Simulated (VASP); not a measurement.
A run of VASP 6.6.1 is set up as follows.

The input INCAR:

```
ALGO = Normal
EDIFF = 1E-8
ENCUT = 520
GGA = PS
ISIF = 2
ISMEAR = -1
LASPH = True
LCHARG = False
LEFG = True
LREAL = False
LWAVE = False
NBANDS = 18
NELM = 80
PREC = Accurate
SIGMA = 0.02
```

The input KPOINTS:

```
k-points
0
Gamma
  4 4 4
```

Contents of POSCAR:

```
N
1.0
    5.6490000000      0.0000000000      0.0000000000
    0.0000000000      5.6490000000      0.0000000000
    0.0000000000      0.0000000000      5.5360200000
N
4
Direct
    0.0300000000      0.0300000000      0.0300000000
    0.4700000000      0.9700000000      0.5300000000
    0.5300000000      0.4700000000      0.9700000000
    0.9700000000      0.5300000000      0.4700000000
```

Potentials or basis: VASP PAW PBE potentials, release 64 (N).

Command:

```bash
$ cat potpaw_PBE.64/N/POTCAR > POTCAR
$ mpirun -np 1 vasp_std > vasp.out
```

What does it give for the largest force?

0.408 eV/Å.

Estimate the band gap on the k mesh.

zero (bands 10 and 11 overlap by 0.16 eV).

Estimate the pressure.

-4.4 GPa.

Stress tensor (GPa, compression positive):
```
-4.30  0.00  0.00
 0.00 -4.30  0.00
 0.00  0.00 -4.47
```

Caveat: the cell differs from its parent crystal (zz strain of -2 %); the cell stands under tension; without QUAD_EFG the Cq values of the log hold for a quadrupole moment of 1 mb, not for the nuclei; the PAW data sets were made with another functional, which shifts forces and pressure a little.
